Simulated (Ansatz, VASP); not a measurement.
## One calculation of HfN, two programs

```
Hf N
1.0
     0.00000    2.41510    2.41510
     2.41510    0.00000    2.41510
     2.41510    2.41510    0.00000
Hf N
1 1
Direct
  0.00000 0.00000 0.00000
  0.25000 0.25000 0.25000
```

Alike in both runs: functional LDA; k mesh 10 × 10 × 10; occupations fermi-dirac, width 0.15 eV; no spin polarisation.

Ansatz relaxed the structure, and its values are those at the end. VASP's run is a single point on that final structure, the one shown.

```csv
,VASP,Ansatz
version,VASP 6.6.1,Ansatz 0.2.0
potentials or method,"VASP PAW LDA potentials, release 64 (Hf_pv, N)","plane waves, PAW"
plane-wave cutoff (eV),600,420
valence electrons in the cell,15,31
```

|  | VASP | Ansatz | Ansatz less VASP |
| --- | --- | --- | --- |
| pressure (GPa) | -0.2 | 0.0 | +0.20 |

LDA's correlation is that of Perdew and Zunger in VASP and of Perdew and Wang (1992) in Ansatz. VASP's potentials hold 15 valence electrons a cell and Ansatz's 31, so a difference there can come from the potentials and not from the codes. Ansatz's warnings: stress scf threshold loose.

Spin-orbit coupling is off throughout.
